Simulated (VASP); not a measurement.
Input of a VASP 6.6.1 run:

File INCAR:

```
SYSTEM = BN
PREC = Accurate
ENCUT = 520
EDIFF = 1E-7
ISMEAR = 0
SIGMA = 0.02
LREAL = .False.
LASPH = .True.
NELM = 60
ALGO = Normal
ISIF = 2
LWAVE = .False.
LCHARG = .False.
LDIPOL = .True.
IDIPOL = 3
DIPOL = 0.5 0.5 0.500
GGA = PE
IVDW = 12
NBANDS = 16
```

The input KPOINTS:

```
Automatic mesh
0
Gamma
  12 12 1
  0 0 0
```

File POSCAR:

```
BN
1.0
    2.5087620658      0.0000000000      0.0000000000
   -1.2543810329      2.1726516810      0.0000000000
    0.0000000000      0.0000000000     32.6000000000
B N
2 2
Direct
    0.0000000000      0.0000000000      0.4486890622
    0.3333333333      0.6666666667      0.5513225396
    0.6666666667      0.3333333333      0.4486334531
    0.0000000000      0.0000000000      0.5513549452
```

Potentials or basis: VASP PAW PBE potentials, release 64 (B, N).

The run is started by

```console
$ cat potpaw_PBE.64/B/POTCAR potpaw_PBE.64/N/POTCAR > POTCAR
$ mpirun -np 1 vasp_std > vasp.out
```

(1) Predict the largest force.

(2) What does it give for the band gap on the k mesh?

## Answers

(1) 0.004 eV/Å.

(2) 4.49 eV (least direct gap 4.54 eV).
